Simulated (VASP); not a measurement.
Set up this calculation in VASP 6.6.1, as the native input.

```
Task                   : single point
Functional             : PBEsol
Potentials or basis    : VASP PAW PBE potentials, release 64 (K_sv, F)
Cutoff                 : 520 eV
k mesh                 : 8 × 8 × 8
Occupations            : gaussian, width 0.02 eV
Spin                   : no spin polarisation
Dipole correction      : no
Further INCAR settings : ALGO = Normal; EDIFF = 1e-06; NBANDS = 15
```

The structure of KF lies in POSCAR:

```
KF
1.0
    3.2589550000      0.0000000000      0.0000000000
    0.0000000000      3.2589550000      0.0000000000
    0.0000000000      0.0000000000      3.2589550000
K F
1 1
Direct
    0.0000000000      0.0000000000      0.0000000000
    0.5000000000      0.5000000000      0.5000000000
```

The input as run:

INCAR

```
PREC = Accurate ; ENCUT = 520
EDIFF = 1E-6 ; ISMEAR = 0
SIGMA = 0.02 ; LREAL = F
LASPH = T ; NELM = 80
ALGO = Normal ; ISIF = 2
LWAVE = F ; LCHARG = F
GGA = PS ; NBANDS = 15
```

KPOINTS

```
regular mesh
0
Gamma
  8 8 8
```

Potentials or basis: VASP PAW PBE potentials, release 64 (K_sv, F).

Command:

```bash
$ cat potpaw_PBE.64/K_sv/POTCAR potpaw_PBE.64/F/POTCAR > POTCAR
$ mpirun -np 1 vasp_std > vasp.out
```

Results of the run:

* Pressure: -2.5 GPa
* Band gap on the k mesh: 6.10 eV (least direct gap 6.15 eV)

Caveat: the PAW data sets were made with another functional, which shifts forces and pressure a little.

Run time: 14 s on 1 thread of Intel Xeon 8259CL (shared host), peak memory 0.14 GiB.
